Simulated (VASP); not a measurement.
# V (Pm-3m) in VASP: notebook

The runs below take V through single point, with revPBE.

All numbers are computed with VASP 6.6.1; they aren't measurements. Logs are shortened: lines on timing, memory, paths and dates and some standing lists are left out, and cuts for length are marked.

**1. The cell of the first run**

Symmetry: Pm-3m, No. 221, cubic system. Conventional cell: a = 2.361 Å, b = 2.361 Å, c = 2.361 Å, α = 90.00°, β = 90.00°, γ = 90.00°. V (site symmetry m-3m) has 6 V at 2.36 Å within 3.1 Å.

**2. Single point, revPBE (volume scaled by 0.88)**

Contents of INCAR:

```
PREC = Accurate
ENCUT = 520
EDIFF = 1E-7
ISMEAR = -1
SIGMA = 0.1
LREAL = False
LASPH = True
NELM = 60
ALGO = Normal
ISIF = 2
LWAVE = False
LCHARG = False
GGA = RE
NBANDS = 12
```

Contents of KPOINTS:

```
regular mesh
0
Gamma
  14 14 14
```

Contents of POSCAR:

```
V
1.0
    2.3606634581      0.0000000000      0.0000000000
    0.0000000000      2.3606634581      0.0000000000
    0.0000000000      0.0000000000      2.3606634581
V
1
Direct
    0.0000000000      0.0000000000      0.0000000000
```

Potentials or basis: VASP PAW PBE potentials, release 64 (V_sv).

Command:

```sh
$ cat potpaw_PBE.64/V_sv/POTCAR > POTCAR
$ mpirun -np 1 vasp_std > vasp.out
```

OUTCAR:

```text
PREC = Accurate
   ENCUT = 520
   EDIFF = 1E-7
   ISMEAR = -1
   LREAL = False
   LASPH = True
   NELM = 60
   ISIF = 2
   GGA = RE

 ion  position               nearest neighbor table
   1  0.000  0.000  0.000-

  LATTYP: Found a simple cubic cell.
 ALAT       =     2.3606634581

  Lattice vectors:

 A1 = (   2.3606634581,   0.0000000000,   0.0000000000)
 A2 = (   0.0000000000,   2.3606634581,   0.0000000000)
 A3 = (   0.0000000000,   0.0000000000,   2.3606634581)

Analysis of symmetry for initial positions (statically):
=====================================================================
 Subroutine PRICEL returns:
 Original cell was already a primitive cell.

 Routine SETGRP: Setting up the symmetry group for a
 simple cubic supercell.

 Subroutine GETGRP returns: Found 48 space group operations
 (whereof 48 operations were pure point group operations)
 out of a pool of 48 trial point group operations.

The static configuration has the point symmetry O_h .

Analysis of symmetry for dynamics (positions and initial velocities):
=====================================================================
 Subroutine PRICEL returns:
 Original cell was already a primitive cell.

 Routine SETGRP: Setting up the symmetry group for a
 simple cubic supercell.

 Subroutine GETGRP returns: Found 48 space group operations
 (whereof 48 operations were pure point group operations)
 out of a pool of 48 trial point group operations.

The dynamic configuration has the point symmetry O_h .

 Subroutine INISYM returns: Found 48 space group operations
 (whereof 48 operations are pure point group operations),
 and found     1 'primitive' translations

----------------------------------------------------------------------------------------

                                     Primitive cell

  volume of cell :      13.1553

  direct lattice vectors                    reciprocal lattice vectors
     2.360663458  0.000000000  0.000000000     0.423609726  0.000000000  0.000000000
     0.000000000  2.360663458  0.000000000     0.000000000  0.423609726  0.000000000
     0.000000000  0.000000000  2.360663458     0.000000000  0.000000000  0.423609726

  length of vectors
     2.360663458  2.360663458  2.360663458     0.423609726  0.423609726  0.423609726

  position of ions in fractional coordinates (direct lattice)
     0.000000000  0.000000000  0.000000000

  ion indices of the primitive-cell ions
   primitive index   ion index
                 1           1

----------------------------------------------------------------------------------------

 KPOINTS: regular mesh

Automatic generation of k-mesh.
 Grid dimensions read from file:
 generate k-points for:   14   14   14

 Generating k-lattice:

  Cartesian coordinates                     Fractional coordinates (reciprocal lattice)
     0.030257838  0.000000000  0.000000000     0.071428571  0.000000000  0.000000000
     0.000000000  0.030257838  0.000000000     0.000000000  0.071428571  0.000000000
     0.000000000  0.000000000  0.030257838     0.000000000  0.000000000  0.071428571

  Length of vectors
     0.030257838  0.030257838  0.030257838

  Shift w.r.t. Gamma in fractional coordinates (k-lattice)
     0.000000000  0.000000000  0.000000000

 Subroutine IBZKPT returns following result:
 ===========================================

 Found    120 irreducible k-points:

 Following reciprocal coordinates:
            Coordinates               Weight
  0.000000  0.000000  0.000000      1.000000
  0.071429  0.000000  0.000000      6.000000
  0.142857  0.000000  0.000000      6.000000
  0.214286  0.000000  0.000000      6.000000
  0.285714  0.000000  0.000000      6.000000
  0.357143  0.000000  0.000000      6.000000
[... 16 lines left out ...]
  0.285714  0.214286  0.000000     24.000000
  0.357143  0.214286  0.000000     24.000000
 [... further k-points ...]
   k-points           NKPTS =    120   k-points in BZ     NKDIM =    120   number of bands    NBANDS=     12
   number of dos      NEDOS =    301   number of ions     NIONS =      1
   total plane-waves  NPLWV =   5832
   dimension x,y,z NGX =    18 NGY =   18 NGZ =   18
   dimension x,y,z NGXF=    36 NGYF=   36 NGZF=   36
   ions per type =               1
   NGX,Y,Z   is equivalent  to a cutoff of  12.68, 12.68, 12.68 a.u.
   NGXF,Y,Z  is equivalent  to a cutoff of  25.35, 25.35, 25.35 a.u.
 SYSTEM =  unknown system
   PREC   = accura    normal or accurate (medium, high low for compatibility)
   ISTART =      0    job   : 0-new  1-cont  2-samecut
   ICHARG =      2    charge: 1-file 2-atom 10-const
   ISPIN  =      1    spin polarized calculation?
   LNONCOLLINEAR =      F non collinear calculations
   LSORBIT =      F    spin-orbit coupling
   LASPH  =      T    aspherical Exc in radial PAW
   ENCUT  =  520.0 eV  38.22 Ry    6.18 a.u.   4.39  4.39  4.39*2*pi/ulx,y,z
   NELM   =     60;   NELMIN=  2; NELMDL= -5     # of ELM steps
   EDIFF  = 0.1E-06   stopping-criterion for ELM
   LREAL  =      F    real-space projection
   EDIFFG = 0.1E-05   stopping-criterion for IOM
   NSW    =      0    number of steps for IOM
   IBRION =     -1    ionic relax: 0-MD 1-quasi-New 2-CG
   NFREE  =      0    steps in history (QN), initial steepest desc. (CG)
   ISIF   =      2    stress and relaxation
   ISYM   =      2    0-nonsym 1-usesym 2-fastsym
   POTIM  = 0.5000    time-step for ionic-motion
   TEBEG  =    0.0;   TEEND  =   0.0 temperature during run
   PSTRESS=    0.0 pullay stress
   NELECT =      13.0000    total number of electrons
   NUPDOWN=      -1.0000    fix difference up-down
   EMIN   =  10.00;   EMAX   =-10.00  energy-range for DOS
   EFERMI =   0.00;   METHOD = LEGACY
   ISMEAR =    -1;   SIGMA  =   0.10  broadening in eV -4-tet -1-fermi 0-gaus
   EFERMI_NEDOS =   21; number of points for ismear=-14 and -15
   IALGO  =     38    algorithm
   IMIX   =      4    mixing-type and parameters
     AMIX     =   0.40;   BMIX     =  1.00
     AMIX_MAG =   1.60;   BMIX_MAG =  1.00
  volume/ion in A,a.u.               =      13.16        88.78
  Fermi-wavevector in a.u.,A,eV,Ry     =   1.630629  3.081442 36.177231  2.658951
  Thomas-Fermi vector in A             =   2.722899
   LORBIT       =      0    0 simple, 1 ext, 2 COOP (PROOUT), +10 PAW based schemes
   GGA     = RE    functional components
   LHFCALC =     F    Hartree Fock is set to
   AEXX    =    0.0000 exact exchange contribution
   IVDW    =     0    specifies the selected vdW correction
   LEPSILON=     F    determine dielectric tensor
   LRPA    =     F    only Hartree local field effects (RPA)
 non-spin polarized calculation
  energy-cutoff  :      520.00
  volume of cell :       13.16
 maximum number of plane-waves:       368
 NGX is ok and might be reduce to    18
   NGX =  9   NGY =  9   NGZ =  9

 number of electron      13.0000020 magnetization

 Free energy of the ion-electron system (eV)
  ---------------------------------------------------
  ext. energy  EPLUGINS =         0.00000000
  ---------------------------------------------------
  free energy    TOTEN  =        -7.66875427 eV

  energy without entropy =       -7.62362481  energy(sigma->0) =       -7.64618954

 E-fermi :  10.3166     XC(G=0): -12.8276

 val. band max:       10.3107408420   @ k =   0.5000   0.3571   0.2143
 cond. band min:      10.3212538847   @ k =   0.2857   0.2143   0.1429
 fundamental gap:      0.0105130427
 Fermi energy:        10.3166102397

 k-point     1 :       0.0000    0.0000    0.0000
  band No.  band energies     occupation
      1     -53.6558      2.00000
      2     -26.6360      2.00000
      3     -26.6360      2.00000
      4     -26.6360      2.00000
      5       3.6651      2.00000
      6       7.7930      2.00000
      7       7.7930      2.00000
      8      14.2850      0.00000
      9      14.2850      0.00000
     10      14.2850      0.00000
     11      29.9447      0.00000
     12      29.9447      0.00000

 k-point     2 :       0.0714    0.0000    0.0000
  band No.  band energies     occupation
      1     -53.6440      2.00000
      2     -26.7108      2.00000
      3     -26.6296      2.00000
      4     -26.6296      2.00000
      5       3.8319      2.00000
      6       7.8333      2.00000
      7       7.9300      2.00000
      8      14.1471      0.00000
      9      14.1471      0.00000
     10      14.2954      0.00000
     11      28.6498      0.00000
     12      30.2063      0.00000

 k-point     3 :       0.1429    0.0000    0.0000
  band No.  band energies     occupation
      1     -53.6109      2.00000
      2     -26.9182      2.00000
      3     -26.6116      2.00000
      4     -26.6116      2.00000
      5       4.3073      2.00000
      6       7.9479      2.00000
      7       8.3226      2.00000
      8      13.7771      0.00000
      9      13.7771      0.00000
     10      14.3245      0.00000
     11      26.2998      0.00000
     12      30.9492      0.00000

 k-point     4 :       0.2143    0.0000    0.0000
  band No.  band energies     occupation
      1     -53.5627      2.00000
      2     -27.2114      2.00000
      3     -26.5856      2.00000
      4     -26.5856      2.00000
      5       5.0259      2.00000
      6       8.1183      2.00000
      7       8.9059      2.00000
      8      13.2793      0.00000
      9      13.2793      0.00000
     10      14.3669      0.00000
     11      23.9603      0.00000
     12      32.0752      0.00000

 k-point     5 :       0.2857    0.0000    0.0000
  band No.  band energies     occupation
      1     -53.5086      2.00000
      2     -27.5290      2.00000
      3     -26.5566      2.00000
      4     -26.5566      2.00000
      5       5.9013      2.00000
      6       8.3148      2.00000
      7       9.5457      1.99910
      8      12.7682      0.00000
      9      12.7682      0.00000
     10      14.4142      0.00000
     11      21.9322      0.00000
     12      32.0498      0.00000

 k-point     6 :       0.3571    0.0000    0.0000
  band No.  band energies     occupation
      1     -53.4594      2.00000
      2     -27.8085      2.00000
      3     -26.5303      2.00000
      4     -26.5303      2.00000
      5       6.8287      2.00000
      6       8.4990      2.00000
      7      10.0392      1.88247
      8      12.3385      0.00000
      9      12.3385      0.00000
     10      14.4571      0.00000
     11      20.3900      0.00000
     12      31.1582      0.00000

 k-point     7 :       0.4286    0.0000    0.0000
  band No.  band energies     occupation
      1     -53.4250      2.00000
      2     -27.9985      2.00000
      3     -26.5121      2.00000
      4     -26.5121      2.00000
      5       7.6401      2.00000
      6       8.6308      2.00000
      7      10.2218      1.44150
      8      12.0555      0.00000
      9      12.0555      0.00000
     10      14.4870      0.00000
     11      19.4591      0.00000
     12      30.5665      0.00000

 k-point     8 :       0.5000    0.0000    0.0000
  band No.  band energies     occupation
      1     -53.4126      2.00000
      2     -28.0657      2.00000
      3     -26.5056      2.00000
      4     -26.5056      2.00000
      5       8.0030      2.00000
      6       8.6788      2.00000
      7      10.2085      1.49324
      8      11.9572      0.00000
      9      11.9572      0.00000
     10      14.4978      0.00000
     11      19.1586      0.00000
     12      30.3597      0.00000
[... 166 lines left out ...]
 k-point    20 :       0.4286    0.1429    0.0000
  band No.  band energies     occupation
      1     -53.3824      2.00000
      2     -27.9571      2.00000
      3     -26.7748      2.00000
      4     -26.4893      2.00000
      5       7.9888      2.00000
      6       8.9499      2.00000
      7       9.5826      1.99870
      8      12.1470      0.00000
      9      13.0849      0.00000
     10      14.0588      0.00000
     11      19.5299      0.00000
     12      29.6101      0.00000

 k-point    21 :       0.5000    0.1429    0.0000
  band No.  band energies     occupation
      1     -53.3702      2.00000
      2     -28.0234      2.00000
      3     -26.7673      2.00000
      4     -26.4829      2.00000
      5       8.4900      2.00000
      6       8.8581      2.00000
      7       9.3606      1.99986
      8      12.0510      0.00000
      9      13.3121      0.00000
     10      14.0727      0.00000
     11      19.0931      0.00000
     12      29.6958      0.00000

 k-point    22 :       0.2143    0.2143    0.0000
  band No.  band energies     occupation
      1     -53.4716      2.00000
      2     -27.1699      2.00000
      3     -27.1208      2.00000
      4     -26.5366      2.00000
      5       6.1483      2.00000
      6       8.7144      2.00000
      7       9.7300      1.99435
      8      12.3861      0.00000
      9      13.2987      0.00000
     10      13.5436      0.00000
     11      24.5362      0.00000
     12      26.1529      0.00000

 k-point    23 :       0.2857    0.2143    0.0000
  band No.  band energies     occupation
      1     -53.4186      2.00000
      2     -27.4563      2.00000
      3     -27.1055      2.00000
      4     -26.5083      2.00000
      5       6.7740      2.00000
      6       8.8429      2.00000
      7      10.2809      1.17669
      8      12.3295      0.00000
      9      12.9105      0.00000
     10      13.5258      0.00000
     11      22.7994      0.00000
     12      26.5566      0.00000

 k-point    24 :       0.3571    0.2143    0.0000
  band No.  band energies     occupation
      1     -53.3704      2.00000
      2     -27.7278      2.00000
      3     -27.0721      2.00000
      4     -26.4827      2.00000
      5       7.3569      2.00000
      6       8.8745      2.00000
      7      10.4582      0.39051
      8      12.5131      0.00000
      9      12.9406      0.00000
     10      13.5841      0.00000
     11      20.9802      0.00000
     12      27.3776      0.00000

 [... further k-points ...]
[... 5 lines left out ...]
  --------------------------------------------------------------------------------------
  -------------------------------------------------------------------------------------
  Total        1.8165020      1.8165020      1.8165020      0.0000000      0.0000000     -0.0000000
  in kB      221.2301067    221.2301067    221.2301067      0.0000000      0.0000000     -0.0000000
  external PRESSURE =     221.2301067 kB  Pullay stress =       0.0000000 kB

 VOLUME and BASIS-vectors are now :
 -----------------------------------------------------------------------------
  energy-cutoff  :      520.00
  volume of cell :       13.16
      direct lattice vectors                 reciprocal lattice vectors
     2.360663458  0.000000000  0.000000000     0.423609726  0.000000000  0.000000000
     0.000000000  2.360663458  0.000000000     0.000000000  0.423609726  0.000000000
     0.000000000  0.000000000  2.360663458     0.000000000  0.000000000  0.423609726

 POSITION                                       TOTAL-FORCE (eV/Angst)
 -----------------------------------------------------------------------------------
      0.00000      0.00000      0.00000         0.000000      0.000000      0.000000
 -----------------------------------------------------------------------------------
    total drift:                                0.000000      0.000000     -0.000000

  FREE ENERGIE OF THE ION-ELECTRON SYSTEM (eV)
  ---------------------------------------------------
  free  energy   TOTEN  =        -7.6687542734 eV

  energy  without entropy=       -7.6236248138  energy(sigma->0) =       -7.64618954
```

Run time: 21 s. Hardware: 1 thread of AMD EPYC 7R13, shared host; peak memory 0.1 GiB.

What came out:

```yaml
Free_energy: -7.6688 eV
Pressure: 22.1 GPa
```

Caveat: the PAW data sets were made with another functional, which shifts forces and pressure a little.

**3. Single point, revPBE (volume scaled by 0.92)**

Contents of INCAR:

```
PREC     = Accurate       # precision mode
ENCUT    = 520            # plane-wave cutoff, eV
EDIFF    = 1E-7           # SCF threshold, eV
ISMEAR   = -1             # smearing method
SIGMA    = 0.1            # smearing width, eV
LREAL    = False          # projectors in reciprocal space
LASPH    = True           # aspherical terms in the spheres
NELM     = 80             # most SCF steps
ALGO     = Normal         # electronic algorithm
ISIF     = 2              # what is computed and relaxed
LWAVE    = False          # write WAVECAR
LCHARG   = False          # write CHGCAR
GGA      = RE             # functional
NBANDS   = 12             # bands
```

Contents of KPOINTS:

```
Automatic mesh
0
Gamma
  14 14 14
```

Contents of POSCAR:

```
V
1.0
    2.3959024363      0.0000000000      0.0000000000
    0.0000000000      2.3959024363      0.0000000000
    0.0000000000      0.0000000000      2.3959024363
V
1
Direct
    0.0000000000      0.0000000000      0.0000000000
```

Potentials or basis: VASP PAW PBE potentials, release 64 (V_sv).

Command:

```sh
$ cat potpaw_PBE.64/V_sv/POTCAR > POTCAR
$ mpirun -np 1 vasp_std > vasp.out
```

It took 23 s on 1 thread of AMD EPYC 7R13, shared host; peak memory 0.1 GiB.

Results (log left out):

| Item | Value |
| --- | --- |
| Free energy | -7.7351 eV |
| Pressure | 13.6 GPa |

Levels at points of the mesh, in eV from the Fermi level:
```csv
k point,band 3,band 4,band 5,band 6,band 7,band 8,band 9,band 10,band 11,band 12
"(0.00, 0.00, 0.00)",-37.05,-37.05,-6.54,-2.37,-2.37,3.78,3.78,3.78,19.06,19.06
"(0.50, 0.00, 0.00)",-36.93,-36.93,-2.29,-1.53,-0.16,1.59,1.59,3.97,8.38,19.72
"(0.50, 0.50, 0.00)",-38.11,-36.83,-3.95,-0.75,2.08,2.08,5.11,6.54,6.54,13.17
"(0.50, 0.50, 0.50)",-37.94,-37.94,-2.18,-2.18,-2.18,5.23,5.23,10.39,14.39,14.39
```

Caveat: the PAW data sets were made with another functional, which shifts forces and pressure a little.

[end of part 1 of 2]
